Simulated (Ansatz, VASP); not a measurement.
# Two plane-wave programs on ZnOs3

```
CELL_PARAMETERS angstrom
3.86026 0.00000 0.00000
0.00000 3.86026 0.00000
0.00000 0.00000 3.86026
ATOMIC_POSITIONS crystal
Zn 0.00000 0.00000 0.00000
Os 0.00000 0.50000 0.50000
Os 0.50000 0.00000 0.50000
Os 0.50000 0.50000 0.00000
```

Alike in both runs: functional PBE; k mesh 4 × 4 × 4; occupations gaussian, width 0.1 eV; no spin polarisation.

Ansatz relaxed the structure, and its values are those at the end. VASP's run is a single point on that final structure, the one shown.

```csv
,VASP,Ansatz
version,VASP 6.6.1,Ansatz 0.2.0
potentials or method,"VASP PAW PBE potentials, release 64 (Zn, Os), cutoff 520 eV","scalar-relativistic, plane waves, PAW"
valence electrons in the cell,36,60
```

|  | VASP | Ansatz | Ansatz less VASP |
| --- | --- | --- | --- |
| gap on the k mesh at the Fermi level (eV) | none | none | - |
| pressure (GPa) | 0.2 | -0.1 | -0.27 |

A gap of «none» marks a metal or a gap that the smearing closes. The functional is the same, so the differences come from potentials, cutoffs and numerics. VASP's potentials hold 36 valence electrons a cell and Ansatz's 60, so a difference there can come from the potentials and not from the codes.

The k mesh is coarse, so the values compare programs but aren't converged. Spin-orbit coupling is off throughout.
